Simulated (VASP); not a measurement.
# Ta (I4/mmm) in VASP: notebook

Ta is run at these levels: PBE; tasks: electric field gradients.

All numbers are computed with VASP 6.6.1; they aren't measurements. Logs are shortened: lines on timing, memory, paths and dates and some standing lists are left out, and cuts for length are marked.

## Step 1: The cell of the first run

Symmetry: I4/mmm, No. 139, tetragonal system. The conventional cell has a = 3.254 Å, b = 3.254 Å, c = 3.402 Å, α = 90.00°, β = 90.00°, γ = 90.00°. Ta (site symmetry 4/mmm) has 14 Ta at 2.86 to 3.40 Å within 3.8 Å.

## Step 2: Electric field gradients, PBE (z stretched by +3 % at fixed volume)

Contents of INCAR:

```
SYSTEM = Ta
PREC = Accurate
ENCUT = 520
EDIFF = 1E-8
ISMEAR = -1
SIGMA = 0.08
LREAL = .FALSE.
LASPH = .TRUE.
NELM = 80
ALGO = Normal
ISIF = 2
LWAVE = .FALSE.
LCHARG = .FALSE.
GGA = PE
LEFG = .TRUE.
NBANDS = 12
```

Contents of KPOINTS:

```
regular mesh
0
G
  17 17 17
  0 0 0
```

Contents of POSCAR:

```
Ta
1.0
   -1.6270545305      1.6270545305      1.7008184000
    1.6270545305     -1.6270545305      1.7008184000
    1.6270545305      1.6270545305     -1.7008184000
Ta
1
Direct
    0.0000000000      0.0000000000      0.0000000000
```

Potentials or basis: VASP PAW PBE potentials, release 64 (Ta_pv).

Started as:

```bash
> cat potpaw_PBE.64/Ta_pv/POTCAR > POTCAR
> mpirun -np 1 vasp_std > vasp.out
```

OUTCAR:

```text
SYSTEM = Ta
   PREC = Accurate
   ENCUT = 520
   EDIFF = 1E-8
   ISMEAR = -1
   LREAL = .FALSE.
   LASPH = .TRUE.
   NELM = 80
   ISIF = 2
   GGA = PE

 ion  position               nearest neighbor table
   1  0.000  0.000  0.000-

  LATTYP: Found a body centered tetragonal cell.
 ALAT       =     3.2541090610
 C/A-ratio  =     1.0453358312

  Lattice vectors:

 A1 = (  -1.6270545305,   1.6270545305,   1.7008184000)
 A2 = (   1.6270545305,  -1.6270545305,   1.7008184000)
 A3 = (   1.6270545305,   1.6270545305,  -1.7008184000)

Analysis of symmetry for initial positions (statically):
=====================================================================
 Subroutine PRICEL returns:
 Original cell was already a primitive cell.

 Routine SETGRP: Setting up the symmetry group for a
 body centered tetragonal supercell.

 Subroutine GETGRP returns: Found 16 space group operations
 (whereof 16 operations were pure point group operations)
 out of a pool of 16 trial point group operations.

The static configuration has the point symmetry D_4h.

Analysis of symmetry for dynamics (positions and initial velocities):
=====================================================================
 Subroutine PRICEL returns:
 Original cell was already a primitive cell.

 Routine SETGRP: Setting up the symmetry group for a
 body centered tetragonal supercell.

 Subroutine GETGRP returns: Found 16 space group operations
 (whereof 16 operations were pure point group operations)
 out of a pool of 16 trial point group operations.

The dynamic configuration has the point symmetry D_4h.

 Subroutine INISYM returns: Found 16 space group operations
 (whereof 16 operations are pure point group operations),
 and found     1 'primitive' translations

----------------------------------------------------------------------------------------

                                     Primitive cell

  volume of cell :      18.0104

  direct lattice vectors                    reciprocal lattice vectors
    -1.627054530  1.627054530  1.700818400     0.000000000  0.307303775  0.293976123
     1.627054530 -1.627054530  1.700818400     0.307303775  0.000000000  0.293976123
     1.627054530  1.627054530 -1.700818400     0.307303775  0.307303775  0.000000000

  length of vectors
     2.861362633  2.861362633  2.861362633     0.425273526  0.425273526  0.434593167

  position of ions in fractional coordinates (direct lattice)
     0.000000000  0.000000000  0.000000000

  ion indices of the primitive-cell ions
   primitive index   ion index
                 1           1

----------------------------------------------------------------------------------------

 KPOINTS: regular mesh

Automatic generation of k-mesh.
 Grid dimensions read from file:
 generate k-points for:   17   17   17

 Generating k-lattice:

  Cartesian coordinates                     Fractional coordinates (reciprocal lattice)
     0.000000000  0.018076693  0.017292713     0.058823529 -0.000000000  0.000000000
     0.018076693  0.000000000  0.017292713    -0.000000000  0.058823529  0.000000000
     0.018076693  0.018076693  0.000000000     0.000000000  0.000000000  0.058823529

  Length of vectors
     0.025016090  0.025016090  0.025564304

  Shift w.r.t. Gamma in fractional coordinates (k-lattice)
     0.000000000  0.000000000  0.000000000

 Subroutine IBZKPT returns following result:
 ===========================================

 Found    405 irreducible k-points:

 Following reciprocal coordinates:
            Coordinates               Weight
  0.000000  0.000000  0.000000      1.000000
  0.058824  0.000000  0.000000      8.000000
  0.117647  0.000000 -0.000000      8.000000
  0.176471  0.000000  0.000000      8.000000
  0.235294  0.000000 -0.000000      8.000000
  0.294118  0.000000  0.000000      8.000000
[... 16 lines left out ...]
 -0.176471  0.058824 -0.000000     16.000000
 -0.117647  0.058824  0.000000     16.000000
 [... further k-points ...]
   k-points           NKPTS =    405   k-points in BZ     NKDIM =    405   number of bands    NBANDS=     12
   number of dos      NEDOS =    301   number of ions     NIONS =      1
   total plane-waves  NPLWV =  13824
   dimension x,y,z NGX =    24 NGY =   24 NGZ =   24
   dimension x,y,z NGXF=    48 NGYF=   48 NGZF=   48
   ions per type =               1
   NGX,Y,Z   is equivalent  to a cutoff of  13.94, 13.94, 13.94 a.u.
   NGXF,Y,Z  is equivalent  to a cutoff of  27.89, 27.89, 27.89 a.u.
 SYSTEM =  Ta
   PREC   = accura    normal or accurate (medium, high low for compatibility)
   ISTART =      0    job   : 0-new  1-cont  2-samecut
   ICHARG =      2    charge: 1-file 2-atom 10-const
   ISPIN  =      1    spin polarized calculation?
   LNONCOLLINEAR =      F non collinear calculations
   LSORBIT =      F    spin-orbit coupling
   LASPH  =      T    aspherical Exc in radial PAW
   ENCUT  =  520.0 eV  38.22 Ry    6.18 a.u.   5.32  5.32  5.32*2*pi/ulx,y,z
   NELM   =     80;   NELMIN=  2; NELMDL= -5     # of ELM steps
   EDIFF  = 0.1E-07   stopping-criterion for ELM
   LREAL  =      F    real-space projection
   EDIFFG = 0.1E-06   stopping-criterion for IOM
   NSW    =      0    number of steps for IOM
   IBRION =     -1    ionic relax: 0-MD 1-quasi-New 2-CG
   NFREE  =      0    steps in history (QN), initial steepest desc. (CG)
   ISIF   =      2    stress and relaxation
   ISYM   =      2    0-nonsym 1-usesym 2-fastsym
   POTIM  = 0.5000    time-step for ionic-motion
   TEBEG  =    0.0;   TEEND  =   0.0 temperature during run
   PSTRESS=    0.0 pullay stress
   NELECT =      11.0000    total number of electrons
   NUPDOWN=      -1.0000    fix difference up-down
   EMIN   =  10.00;   EMAX   =-10.00  energy-range for DOS
   EFERMI =   0.00;   METHOD = LEGACY
   ISMEAR =    -1;   SIGMA  =   0.08  broadening in eV -4-tet -1-fermi 0-gaus
   EFERMI_NEDOS =   21; number of points for ismear=-14 and -15
   IALGO  =     38    algorithm
   IMIX   =      4    mixing-type and parameters
     AMIX     =   0.40;   BMIX     =  1.00
     AMIX_MAG =   1.60;   BMIX_MAG =  1.00
  volume/ion in A,a.u.               =      18.01       121.54
  Fermi-wavevector in a.u.,A,eV,Ry     =   1.388988  2.624806 26.249534  1.929286
  Thomas-Fermi vector in A             =   2.513061
   LORBIT       =      0    0 simple, 1 ext, 2 COOP (PROOUT), +10 PAW based schemes
   GGA     = PE    functional components
   LHFCALC =     F    Hartree Fock is set to
   AEXX    =    0.0000 exact exchange contribution
   IVDW    =     0    specifies the selected vdW correction
   LEPSILON=     F    determine dielectric tensor
   LRPA    =     F    only Hartree local field effects (RPA)
 non-spin polarized calculation
  energy-cutoff  :      520.00
  volume of cell :       18.01
 maximum number of plane-waves:       496
 NGX is ok and might be reduce to    24
   NGX = 11   NGY = 11   NGZ = 11

 number of electron      11.0000000 magnetization

 Free energy of the ion-electron system (eV)
  ---------------------------------------------------
  ext. energy  EPLUGINS =         0.00000000
  ---------------------------------------------------
  free energy    TOTEN  =       -11.81649429 eV

  energy without entropy =      -11.78933128  energy(sigma->0) =      -11.80291279

 E-fermi :   5.5004     XC(G=0): -12.6182

 val. band max:        5.4945490298   @ k =  -0.1765   0.3529   0.1176
 cond. band min:       5.5106553654   @ k =  -0.1765  -0.4706   0.0588
 fundamental gap:      0.0161063356
 Fermi energy:         5.5004101925

 k-point     1 :       0.0000    0.0000    0.0000
  band No.  band energies     occupation
      1     -27.5886      2.00000
      2     -27.5808      2.00000
      3     -27.5808      2.00000
      4      -2.4297      2.00000
      5       6.0602      0.00183
      6       6.0602      0.00183
      7       6.6057      0.00000
      8       9.1011      0.00000
      9       9.8475      0.00000
     10      19.9958      0.00000
     11      20.1851      0.00000
     12      20.7841      0.00000

 k-point     2 :       0.0588    0.0000    0.0000
  band No.  band energies     occupation
      1     -27.6282      2.00000
      2     -27.5934      2.00000
      3     -27.5844      2.00000
      4      -2.2768      2.00000
      5       6.0374      0.00243
      6       6.0708      0.00160
      7       6.6475      0.00000
      8       8.9860      0.00000
      9       9.7936      0.00000
     10      20.1851      0.00000
     11      20.2678      0.00000
     12      21.0489      0.00000

 k-point     3 :       0.1176    0.0000   -0.0000
  band No.  band energies     occupation
      1     -27.7504      2.00000
      2     -27.6295      2.00000
      3     -27.5845      2.00000
      4      -1.8359      2.00000
      5       5.9214      0.01032
      6       5.9322      0.00902
      7       6.9748      0.00000
      8       8.7294      0.00000
      9       9.7109      0.00000
     10      20.1846      0.00000
     11      20.7839      0.00000
     12      21.8173      0.00000
[... 286 lines left out ...]
 k-point    23 :      -0.1765    0.0588   -0.0000
  band No.  band energies     occupation
      1     -27.8632      2.00000
      2     -27.6514      2.00000
      3     -27.6021      2.00000
      4      -1.4003      2.00000
      5       5.6282      0.33657
      6       5.8539      0.02382
      7       7.3409      0.00000
      8       8.6806      0.00000
      9       9.6411      0.00000
     10      20.1842      0.00000
     11      21.1653      0.00000
     12      22.3621      0.00000

 k-point    24 :      -0.1176    0.0588    0.0000
  band No.  band energies     occupation
      1     -27.7110      2.00000
      2     -27.6120      2.00000
      3     -27.5950      2.00000
      4      -1.9658      2.00000
      5       5.8242      0.03432
      6       6.1760      0.00043
      7       6.7435      0.00000
      8       8.9760      0.00000
      9       9.5879      0.00000
     10      20.1848      0.00000
     11      20.7100      0.00000
     12      21.3943      0.00000

 [... further k-points ...]

------------------------ aborting loop because EDIFF is reached ----------------------------------------

  FORCE on cell =-STRESS in cart. coord.  units (eV):
  Direction    XX          YY          ZZ          XY          YZ          ZX
  --------------------------------------------------------------------------------------
  -------------------------------------------------------------------------------------
  Total        0.5680469      0.5680469      0.0279796      0.0000000     -0.0000000      0.0000000
  in kB       50.5327158     50.5327158      2.4890293      0.0000000     -0.0000000      0.0000000
  external PRESSURE =      34.5181536 kB  Pullay stress =       0.0000000 kB

 VOLUME and BASIS-vectors are now :
 -----------------------------------------------------------------------------
  energy-cutoff  :      520.00
  volume of cell :       18.01
      direct lattice vectors                 reciprocal lattice vectors
    -1.627054530  1.627054530  1.700818400     0.000000000  0.307303775  0.293976123
     1.627054530 -1.627054530  1.700818400     0.307303775  0.000000000  0.293976123
     1.627054530  1.627054530 -1.700818400     0.307303775  0.307303775  0.000000000

 POSITION                                       TOTAL-FORCE (eV/Angst)
 -----------------------------------------------------------------------------------
      0.00000      0.00000      0.00000        -0.000000      0.000000     -0.000000
 -----------------------------------------------------------------------------------
    total drift:                               -0.000000      0.000000     -0.000000

  FREE ENERGIE OF THE ION-ELECTRON SYSTEM (eV)
  ---------------------------------------------------
  free  energy   TOTEN  =       -11.8164942933 eV

  energy  without entropy=      -11.7893312841  energy(sigma->0) =      -11.80291279

 Electric field gradients (V/A^2)
---------------------------------------------------------------------
 ion       V_xx      V_yy      V_zz      V_xy      V_xz      V_yz
---------------------------------------------------------------------
   1     -16.062   -16.062    32.125     0.000     0.000     0.000
---------------------------------------------------------------------

 Electric field gradients after diagonalization (V/A^2)
 (convention: |V_zz| > |V_xx| > |V_yy|)
----------------------------------------------------------------------
 ion       V_xx      V_yy      V_zz     asymmetry (V_yy - V_xx)/ V_zz
----------------------------------------------------------------------
   1     -16.062   -16.062    32.125       0.000
----------------------------------------------------------------------

           NMR quadrupolar parameters

 Cq : quadrupolar parameter    Cq=e*Q*V_zz/h
 eta: asymmetry parameters     (V_yy - V_xx)/ V_zz
 Q  : nuclear electric quadrupole moment in mb (millibarn)
----------------------------------------------------------------------
 ion       Cq(MHz)       eta       Q (mb)
----------------------------------------------------------------------
   1       0.078       0.000       1.000
----------------------------------------------------------------------
```

It took 39 s on 1 thread of AMD EPYC 9R45 (Zen 5), shared host; peak memory 0.17 GiB.

What came out:

```
Free energy                             : -11.8165 eV
Pressure                                : 3.5 GPa
Band gap on the k mesh                  : zero (an odd number of electrons rules out a gap without spin polarisation)
Largest electric field gradient by atom : Ta +32.1 V/Å²
```

Stress tensor (GPa, compression positive):
```
5.05 0.00 0.00
0.00 5.05 0.00
0.00 0.00 0.25
```

Levels at points of the mesh, in eV from the Fermi level:
| k point | band 1 | band 2 | band 3 | band 4 | band 5 | band 6 | band 7 | band 8 | band 9 | band 10 |
| --- | --- | --- | --- | --- | --- | --- | --- | --- | --- | --- |
| (0.00, 0.00, 0.00) | -33.09 | -33.08 | -33.08 | -7.93 | 0.56 | 0.56 | 1.11 | 3.60 | 4.35 | 14.50 |

Electric field gradients, principal values (V/Å²):
```tsv
atom	least	middle	greatest (by size)
1 Ta	-16.062	-16.062	32.125
```

Caveat: the cell stands under pressure; without QUAD_EFG the Cq values of the log hold for a quadrupole moment of 1 mb, not for the nuclei; spin-orbit coupling is left out, which moves the levels of the heavy elements.

## Step 3: Electric field gradients, PBE (z stretched by +3 % at fixed volume)

Contents of INCAR:

```
ALGO     = Normal         # electronic algorithm
EDIFF    = 1E-8           # SCF threshold, eV
ENCUT    = 520            # plane-wave cutoff, eV
GGA      = PE             # functional
ISIF     = 2              # what is computed and relaxed
ISMEAR   = -1             # smearing method
LASPH    = T              # aspherical terms in the spheres
LCHARG   = F              # write CHGCAR
LEFG     = T            
LREAL    = F              # projectors in reciprocal space
LWAVE    = F              # write WAVECAR
NBANDS   = 12             # bands
NELM     = 100            # most SCF steps
PREC     = Accurate       # precision mode
SIGMA    = 0.08           # smearing width, eV
```

Contents of KPOINTS:

```
k-points
0
Gamma
  17 17 17
```

POSCAR is that of step 2.

Potentials or basis: VASP PAW PBE potentials, release 64 (Ta_pv).

Started as:

```bash
> cat potpaw_PBE.64/Ta_pv/POTCAR > POTCAR
> mpirun -np 1 vasp_std > vasp.out
```

OUTCAR:

```text
EDIFF = 1E-8
   ENCUT = 520
   GGA = PE
   ISIF = 2
   ISMEAR = -1
   LASPH = T
   LREAL = F
   NELM = 100
   PREC = Accurate

 ion  position               nearest neighbor table
   1  0.000  0.000  0.000-

  LATTYP: Found a body centered tetragonal cell.
 ALAT       =     3.2541090610
 C/A-ratio  =     1.0453358312

  Lattice vectors:

 A1 = (  -1.6270545305,   1.6270545305,   1.7008184000)
[... 566 lines left out ...]
 -----------------------------------------------------------------------------------
    total drift:                               -0.000000      0.000000     -0.000000

  FREE ENERGIE OF THE ION-ELECTRON SYSTEM (eV)
  ---------------------------------------------------
  free  energy   TOTEN  =       -11.8164942933 eV

  energy  without entropy=      -11.7893312841  energy(sigma->0) =      -11.80291279

 Electric field gradients (V/A^2)
---------------------------------------------------------------------
 ion       V_xx      V_yy      V_zz      V_xy      V_xz      V_yz
---------------------------------------------------------------------
   1     -16.062   -16.062    32.125     0.000     0.000     0.000
---------------------------------------------------------------------

 Electric field gradients after diagonalization (V/A^2)
 (convention: |V_zz| > |V_xx| > |V_yy|)
----------------------------------------------------------------------
 ion       V_xx      V_yy      V_zz     asymmetry (V_yy - V_xx)/ V_zz
----------------------------------------------------------------------
   1     -16.062   -16.062    32.125       0.000
----------------------------------------------------------------------

           NMR quadrupolar parameters

 Cq : quadrupolar parameter    Cq=e*Q*V_zz/h
 eta: asymmetry parameters     (V_yy - V_xx)/ V_zz
 Q  : nuclear electric quadrupole moment in mb (millibarn)
----------------------------------------------------------------------
 ion       Cq(MHz)       eta       Q (mb)
----------------------------------------------------------------------
   1       0.078       0.000       1.000
----------------------------------------------------------------------
```

Run time: 39 s. Hardware: 1 thread of AMD EPYC 9R45 (Zen 5), shared host; peak memory 0.18 GiB.

What came out:

| Quantity | Value |
| --- | --- |
| Free energy | -11.8165 eV |
| Pressure | 3.5 GPa |
| Band gap on the k mesh | zero (an odd number of electrons rules out a gap without spin polarisation) |
| Largest electric field gradient by atom | Ta +32.1 V/Å² |

Stress tensor (GPa, compression positive):
```
5.05 0.00 0.00
0.00 5.05 0.00
0.00 0.00 0.25
```

Electric field gradients, principal values (V/Å²):
| atom | least | middle | greatest (by size) |
| --- | --- | --- | --- |
| 1 Ta | -16.062 | -16.062 | 32.125 |

Caveat: the cell stands under pressure; without QUAD_EFG the Cq values of the log hold for a quadrupole moment of 1 mb, not for the nuclei; spin-orbit coupling is left out, which moves the levels of the heavy elements.
